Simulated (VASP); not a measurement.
# Bi (R-3m) in VASP: further runs, part 2 of 2

VASP 6.6.1. The steps go on from the part before.

### Step 3. Single point, PBE+D3(BJ)

This run uses another cell than the first one, of 34.56 Å³/atom, 0.986 times its volume.

The input, INCAR:

```
SYSTEM = Bi
  PREC = Accurate
  ENCUT = 520
  EDIFF = 1E-6
  ISMEAR = 0
  SIGMA = 0.1
  LREAL = .FALSE.
  LASPH = .TRUE.
  NELM = 60
  ALGO = Fast
  ISIF = 2
  LWAVE = .FALSE.
  LCHARG = .TRUE.
  GGA = PE
  IVDW = 12
  LELF = .TRUE.
  LVHAR = .TRUE.
  NBANDS = 22
```

The input, KPOINTS:

```
Automatic mesh
0
G
  9 9 9
  0 0 0
```

The input, POSCAR:

```
Bi
1.0
    4.5346855261      0.0000000000      0.0000000000
   -2.2673427630      3.9271528638      0.0000000000
    2.2673427630      1.3090509546      3.8817323445
Bi
2
Direct
    0.5257433146      0.7628716573      0.7113850281
    0.4742566854      0.2371283427      0.2886149719
```

Potentials or basis: VASP PAW PBE potentials, release 64 (Bi_d).

The run is started by

```bash
> cat potpaw_PBE.64/Bi_d/POTCAR > POTCAR
> mpirun -np 1 vasp_std > vasp.out
```

OUTCAR:

```text
SYSTEM = Bi
   PREC = Accurate
   ENCUT = 520
   EDIFF = 1E-6
   ISMEAR = 0
   LREAL = .FALSE.
   LASPH = .TRUE.
   NELM = 60
   ISIF = 2
   GGA = PE
   IVDW = 12
 IVDW          = 12

 ion  position               nearest neighbor table
   1  0.526  0.763  0.711-   2 3.09   2 3.09   2 3.09   2 3.45   2 3.45   2 3.45
   2  0.474  0.237  0.289-   1 3.09   1 3.09   1 3.09   1 3.45   1 3.45   1 3.45

  LATTYP: Found a trigonal (rhomboedric) cell.
 ALAT       =     4.6821259703
 COS(alpha) =     0.5309942514

  Lattice vectors:

 A1 = (  -0.0000000001,  -2.6181019092,   3.8817323445)
 A2 = (   2.2673427630,   1.3090509546,   3.8817323445)
 A3 = (  -2.2673427631,   1.3090509546,   3.8817323445)

Analysis of symmetry for initial positions (statically):
=====================================================================
 Subroutine PRICEL returns:
 Original cell was already a primitive cell.

 Routine SETGRP: Setting up the symmetry group for a
 trigonal (rhombohedral) supercell.

 Subroutine GETGRP returns: Found 12 space group operations
 (whereof 12 operations were pure point group operations)
 out of a pool of 12 trial point group operations.

The static configuration has the point symmetry D_3d.

Analysis of symmetry for dynamics (positions and initial velocities):
=====================================================================
 Subroutine PRICEL returns:
 Original cell was already a primitive cell.

 Routine SETGRP: Setting up the symmetry group for a
 trigonal (rhombohedral) supercell.

 Subroutine GETGRP returns: Found 12 space group operations
 (whereof 12 operations were pure point group operations)
 out of a pool of 12 trial point group operations.

The dynamic configuration has the point symmetry D_3d.

 Subroutine INISYM returns: Found 12 space group operations
 (whereof 12 operations are pure point group operations),
[... 110 lines left out ...]
   EFERMI =   0.00;   METHOD = LEGACY
   ISMEAR =     0;   SIGMA  =   0.10  broadening in eV -4-tet -1-fermi 0-gaus
   EFERMI_NEDOS =   21; number of points for ismear=-14 and -15
   IALGO  =     68    algorithm
   IMIX   =      4    mixing-type and parameters
     AMIX     =   0.40;   BMIX     =  1.00
     AMIX_MAG =   1.60;   BMIX_MAG =  1.00
  volume/ion in A,a.u.               =      34.56       233.25
  Fermi-wavevector in a.u.,A,eV,Ry     =   1.239458  2.342236 20.902025  1.536256
  Thomas-Fermi vector in A             =   2.373940
   LORBIT       =      0    0 simple, 1 ext, 2 COOP (PROOUT), +10 PAW based schemes
   GGA     = PE    functional components
   LHFCALC =     F    Hartree Fock is set to
   AEXX    =    0.0000 exact exchange contribution
   IVDW    =    12    specifies the selected vdW correction
   LEPSILON=     F    determine dielectric tensor
   LRPA    =     F    only Hartree local field effects (RPA)
 non-spin polarized calculation
 RMM-DIIS sequential band-by-band and
 Gauss-broadening in eV      SIGMA  =   0.10
  energy-cutoff  :      520.00
  volume of cell :       69.13
 maximum number of plane-waves:      1889
 NGX is ok and might be reduce to    36
   NGX = 17   NGY = 17   NGZ = 17

 number of electron      30.0000001 magnetization

 Free energy of the ion-electron system (eV)
  ---------------------------------------------------
  ext. energy  EPLUGINS =         0.00000000
  ---------------------------------------------------
  free energy    TOTEN  =        -7.75339277 eV

  energy without entropy =       -7.75227091  energy(sigma->0) =       -7.75283184

 E-fermi :   6.5133     XC(G=0):  -9.6260

 val. band max:        6.4954889721   @ k =   0.0000   0.4444  -0.0000
 cond. band min:       6.5179292822   @ k =  -0.1111  -0.0000   0.1111
 fundamental gap:      0.0224403100
 Fermi energy:         6.5132841617

 k-point     1 :       0.0000    0.0000    0.0000
  band No.  band energies     occupation
      1     -16.4141      2.00000
      2     -16.4141      2.00000
      3     -16.2608      2.00000
      4     -16.2608      2.00000
      5     -16.2513      2.00000
      6     -16.0741      2.00000
[... 589 lines left out ...]
     21      15.8593      0.00000
     22      16.1088      0.00000

 [... further k-points ...]

------------------------ aborting loop because EDIFF is reached ----------------------------------------

 Edisp (eV)   -0.92399

 E8    (eV) :    -0.4591

  FORCE on cell =-STRESS in cart. coord.  units (eV):
  Direction    XX          YY          ZZ          XY          YZ          ZX
  --------------------------------------------------------------------------------------
  -------------------------------------------------------------------------------------
  Total      -0.01976    -0.01976    -0.01979    -0.00000    -0.00000     0.00000
  in kB      -0.45797    -0.45797    -0.45874    -0.00000    -0.00000     0.00000
  external pressure =       -0.46 kB  Pullay stress =        0.00 kB

 VOLUME and BASIS-vectors are now :
 -----------------------------------------------------------------------------
  energy-cutoff  :      520.00
  volume of cell :       69.13
      direct lattice vectors                 reciprocal lattice vectors
     4.534685526  0.000000000  0.000000000     0.220522458  0.127318701 -0.171744625
    -2.267342763  3.927152864  0.000000000     0.000000000  0.254637401 -0.085872313
     2.267342763  1.309050955  3.881732345     0.000000000  0.000000000  0.257616938

 POSITION                                       TOTAL-FORCE (eV/Angst)
 -----------------------------------------------------------------------------------
      2.26734      3.92715      2.76141         0.000000      0.000000     -0.005281
      2.26734      1.30905      1.12033        -0.000000      0.000000      0.005281
 -----------------------------------------------------------------------------------
    total drift:                               -0.000000      0.000000      0.000000

  FREE ENERGIE OF THE ION-ELECTRON SYSTEM (eV)
  ---------------------------------------------------
  free  energy   TOTEN  =        -8.6773781288 eV

  energy  without entropy=       -8.6762562680  energy(sigma->0) =       -8.67681720
```

stdout:

```text
POSCAR found type information on POSCAR Bi
 POSCAR found :  1 types and       2 ions
 scaLAPACK will be used
 LDA part: xc-table for (Slater+PW92), standard interpolation
 POSCAR, INCAR and KPOINTS ok, starting setup
 FFT: planning ... GRIDC
 FFT: planning ... GRID_SOFT
 FFT: planning ... GRID
 WAVECAR not read
 entering main loop
WARNING in EDDRMM: call to ZHEGV failed, returncode =   8  4     21
WARNING in EDDRMM: call to ZHEGV failed, returncode =   6  3     22
```

It took 45 s on 1 thread of Intel Xeon 6975P-C (Granite Rapids), shared host; peak memory 0.27 GiB.

Results:

```
Free energy                : -8.6774 eV
Pressure                   : 0.0 GPa
Largest force              : 0.005 eV/Å
Band gap on the k mesh     : zero (band 15 reaches 6.52 eV, above the bottom of band 16 at 6.50 eV)
Dispersion energy per atom : -0.462 eV
```

Forces in eV/Å, atoms in the order of the input:
```
Bi   0.000  0.000 -0.005
Bi   0.000  0.000  0.005
```

Levels at points of the mesh, in eV from the Fermi level:
```tsv
k point	band 11	band 12	band 13	band 14	band 15	band 16	band 17	band 18	band 19	band 20
(0.00, 0.00, 0.00)	-13.13	-7.39	-1.48	-1.22	-1.22	2.77	3.07	3.07	5.54	5.70
```

Caveat: spin-orbit coupling is left out, which moves the levels of the heavy elements; pairwise dispersion overbinds metals, which lowers pressure and volume.

### Step 4. Single point, PBE+D3(BJ)

This run uses another cell than the first one, of 34.56 Å³/atom, 0.986 times its volume.

The input, INCAR:

```
PREC = Accurate
ENCUT = 520
EDIFF = 1E-7
ISMEAR = 0
SIGMA = 0.1
LREAL = F
LASPH = T
NELM = 80
ALGO = Fast
ISIF = 2
LWAVE = F
LCHARG = F
GGA = PE
IVDW = 12
NBANDS = 22
```

The input, KPOINTS:

```
regular mesh
0
Gamma
  6 6 6
```

The input, POSCAR:

```
Bi
1.0
    2.2673427610      1.3090509534      3.8817323671
   -2.2673427610      1.3090509534      3.8817323671
    0.0000000000     -2.6181019069      3.8817323671
Bi
2
Direct
    0.2371283418      0.2371283418      0.2371283418
    0.7628716582      0.7628716582      0.7628716582
```

The run is started by

```bash
> cat potpaw_PBE.64/Bi_d/POTCAR > POTCAR
> mpirun -np 1 vasp_std > vasp.out
```

It took 58 s on 1 thread of AMD EPYC 7R13 (Zen 3), shared host; peak memory 0.19 GiB.

Results (log left out):

- Free energy: -8.6851 eV
- Pressure: -0.1 GPa
- Largest force: 0.122 eV/Å
- Band gap on the k mesh: zero (band 15 reaches 6.46 eV, above the bottom of band 16 at 6.28 eV)
- Dispersion energy per atom: -0.462 eV

Forces in eV/Å, atoms in the order of the input:
```
Bi   0.000  0.000 -0.122
Bi   0.000  0.000  0.122
```

Stress tensor (GPa, compression positive):
```
-0.12  0.00  0.00
 0.00 -0.12  0.00
 0.00  0.00  0.07
```

Levels at points of the mesh, in eV from the Fermi level:
```
           k point  band 12  band 13  band 14  band 15  band 16  band 17  band 18  band 19
(0.00, 0.00, 0.00)    -7.36    -1.45    -1.19    -1.19     2.81     3.10     3.10     5.56
(0.50, 0.00, 0.00)   -10.57    -1.07    -0.94    -0.21    -0.20     0.43     0.83     7.79
(0.50, 0.50, 0.00)    -9.36    -4.78    -3.06    -2.92     2.53     5.08     5.42     7.00
(0.50, 0.50, 0.50)   -10.10    -0.75    -0.47    -0.47     0.56     0.56     0.60     7.35
```

Caveat: spin-orbit coupling is left out, which moves the levels of the heavy elements; pairwise dispersion overbinds metals, which lowers pressure and volume.

### Step 5. Overview

```tsv
cell	k mesh	gap on the mesh (eV)	pressure (GPa)	largest force (eV/Å)
a = 4.729 Å, angles 57.3°, 2 atoms	6 × 6 × 6	none	0.0	0.12
a = 4.535, b = 4.535, c = 4.682 Å, angles 90.0, 61.0, 120.0°, 2 atoms	9 × 9 × 9	none	0.0	0.01
a = 4.682 Å, angles 57.9°, 2 atoms	6 × 6 × 6	none	-0.1	0.12
```

Alike in all rows: task single point; level PBE+D3(BJ); potentials or basis VASP PAW PBE potentials, release 64 (Bi_d); no spin polarisation; cutoff (eV) 520; smearing gaussian 0.1 eV.

Caveats: spin-orbit coupling is left out, which moves the levels of the heavy elements; pairwise dispersion overbinds metals, which lowers pressure and volume.

Total energies depend on the potentials used, so only differences within one code and one set of settings carry meaning.
